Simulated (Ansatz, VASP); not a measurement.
# One calculation of MgO, two programs

```
CELL_PARAMETERS angstrom
3.25534 0.00000 0.00000
-1.62767 2.81920 0.00000
0.00000 0.00000 10.41495
ATOMIC_POSITIONS crystal
Mg 0.33333 0.66667 0.96960
Mg 0.00000 0.00000 0.22095
Mg 0.00000 0.00000 0.72095
Mg 0.66667 0.33333 0.46960
O 0.33333 0.66667 0.77992
O 0.92013 0.00000 0.46713
O 0.00000 0.00000 0.02954
O 0.66667 0.33333 0.27992
```

Alike in both runs: task single point; functional PBEsol; k mesh 9 × 9 × 4; occupations gaussian, width 0.05 eV; no spin polarisation.

```csv
,VASP,Ansatz
version,VASP 6.6.1,Ansatz 0.2.0
potentials or method,"VASP PAW PBE potentials, release 64 (Mg, O), cutoff 520 eV","scalar-relativistic, plane waves, PAW"
valence electrons in the cell,32,64
```

```tsv
	VASP	Ansatz	Ansatz less VASP
gap on the k mesh at the Fermi level (eV)	0.92	0.95	+0.027
least direct gap on the mesh (eV)	0.93	0.95	+0.027
pressure (GPa)	5.9	5.9	-0.01
traceless stress, the component that is largest in VASP (GPa)	-8.62	-8.28	+0.344
rms of the force components (eV/Å)	2.047	1.983	-0.0637
```

VASP's potentials were made for PBE, not for PBEsol, and Ansatz warns of the same on its side. Atom by atom the forces differ by 0.072 eV/Å (rms over components). With one functional, cell and mesh, what is left measures potentials, basis and numerics. VASP's potentials hold 32 valence electrons a cell and Ansatz's 64, so a difference there can come from the potentials and not from the codes.
